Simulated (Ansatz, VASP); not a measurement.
# One calculation of BiTe, two programs

Contents of INCAR:

```
SYSTEM = BiTe
  PREC = Accurate
  ENCUT = 520
  EDIFF = 1E-7
  ISMEAR = 1
  SIGMA = 0.1
  LREAL = .FALSE.
  LASPH = .TRUE.
  NELM = 100
  ALGO = Normal
  ISIF = 2
  LWAVE = .FALSE.
  LCHARG = .FALSE.
  GGA = PS
  NBANDS = 18
```

Contents of KPOINTS:

```
Automatic mesh
0
G
  14 14 14
  0 0 0
```

Contents of POSCAR:

```
BiTe
1.0
    0.0000000000      3.3482250000      3.2350000000
    3.3482250000      0.0000000000      3.2350000000
    3.3482250000      3.3482250000      0.0000000000
Bi Te
1 1
Direct
    0.0000000000      0.0000000000      0.0000000000
    0.5000000000      0.5000000000      0.5000000000
```

Input for Ansatz:

```yaml
crystal:
  lattice:
    - [0.0, 3.348225, 3.235]
    - [3.348225, 0.0, 3.235]
    - [3.348225, 3.348225, 0.0]
  atoms:
    - { symbol: Bi, position: [0.0, 0.0, 0.0] }
    - { symbol: Te, position: [0.5, 0.5, 0.5] }
basis:
  ecutwfc: 420
kpoints:
  mp_grid: { grid: [14, 14, 14] }
hamiltonian:
  xc: pbesol
scf:
  occupations: { method: cold, width: 0.1 }
output:
  forces: true
  stress: true
  eigenvalues: true
```

Change from the starting cell: strain +0.0350 x Voigt [1, 1, 0, 0, 0, 0], atoms carried along.

Alike in both runs: task single point; functional PBEsol; k mesh 14 × 14 × 14; no spin polarisation.

|  | VASP | Ansatz |
| --- | --- | --- |
| version | VASP 6.6.1 | Ansatz 0.2.0 |
| potentials or method | VASP PAW PBE potentials, release 64 (Bi_d, Te), cutoff 520 eV | scalar-relativistic, plane waves, PAW |
| occupations | methfessel-paxton of order 1, width 0.1 eV | cold, width 0.1 eV |
| valence electrons in the cell | 21 | 31 |

|  | VASP | Ansatz | Ansatz less VASP |
| --- | --- | --- | --- |
| gap on the k mesh at the Fermi level (eV) | none | none | - |
| pressure (GPa) | -4.3 | -4.3 | +0.04 |
| traceless stress, the component that is largest in VASP (GPa) | 1.44 | 1.46 | +0.020 |

VASP's potentials were made for PBE, not for PBEsol. A gap of «none» marks a metal or a gap that the smearing closes. VASP's potentials hold 21 valence electrons a cell and Ansatz's 31, so a difference there can come from the potentials and not from the codes.

Neither program's run includes spin-orbit coupling.
